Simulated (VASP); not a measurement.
Wanted: the native input for a VASP 6.6.1 run.

```
Task                               : single point
Functional                         : r2SCAN0
Potentials or basis                : VASP PAW PBE potentials, release 64 (Ca_sv, F)
Cutoff                             : 580 eV
k mesh                             : 6 × 6 × 6
Occupations                        : gaussian, width 0.01 eV
Spin                               : no spin polarisation
Dipole correction                  : no
Grid for exact exchange (PRECFOCK) : Normal
Further INCAR settings             : ALGO = Normal; EDIFF = 1e-06; NBANDS = 19
Share of exact exchange            : 0.25
```

CaF2:

```
CELL_PARAMETERS angstrom
0.00000 2.71959 2.71959
2.71959 0.00000 2.71959
2.71959 2.71959 0.00000
ATOMIC_POSITIONS crystal
Ca 0.00000 0.00000 0.00000
F 0.25000 0.25000 0.25000
F 0.75000 0.75000 0.75000
```

The input as run:

POSCAR

```
CaF2
1.0
    0.0000000000      2.7195928860      2.7195928860
    2.7195928860      0.0000000000      2.7195928860
    2.7195928860      2.7195928860      0.0000000000
Ca F
1 2
Direct
    0.0000000000      0.0000000000      0.0000000000
    0.2500000000      0.2500000000      0.2500000000
    0.7500000000      0.7500000000      0.7500000000
```

INCAR.step1

```
  PREC = Accurate
  ENCUT = 580
  EDIFF = 1E-5
  ISMEAR = 0
  SIGMA = 0.01
  LREAL = False
  LASPH = True
  NELM = 120
  ALGO = Normal
  ISIF = 2
  LWAVE = True
  GGA = PE
  NBANDS = 19
  GGA_COMPAT = False
  KPAR = 4
```

INCAR.step2

```
  PREC = Accurate
  ENCUT = 580
  EDIFF = 1E-6
  ISMEAR = 0
  SIGMA = 0.01
  LREAL = False
  LASPH = True
  NELM = 120
  ALGO = Normal
  ISIF = 2
  LWAVE = False
  LCHARG = True
  METAGGA = R2SCAN
  LHFCALC = True
  AEXX = 0.25
  LMIXTAU = True
  PRECFOCK = Normal
  LVHAR = True
  ISTART = 1
  NBANDS = 19
  GGA_COMPAT = False
  KPAR = 4
```

KPOINTS

```
regular mesh
0
Gamma
  6 6 6
```

Potentials or basis: VASP PAW PBE potentials, release 64 (Ca_sv, F).

Launch:

```bash
$ cat potpaw_PBE.64/Ca_sv/POTCAR potpaw_PBE.64/F/POTCAR > POTCAR
$ cp INCAR.step1 INCAR
$ mpirun -np 4 vasp_std > vasp.out
$ cp INCAR.step2 INCAR
$ mpirun -np 4 vasp_std > vasp.out
```

Results of the run:

* Pressure: -0.4 GPa
* Band gap on the k mesh: 10.59 eV (least direct gap 10.86 eV)

Caveat: the PAW data sets were made with another functional, which shifts forces and pressure a little.

Wall time 19 min on 4 MPI ranks on Intel(R) Xeon(R) Platinum 8375C CPU @ 2.90GHz (Ice Lake) (shared host), peak memory 0.19 GiB a rank.
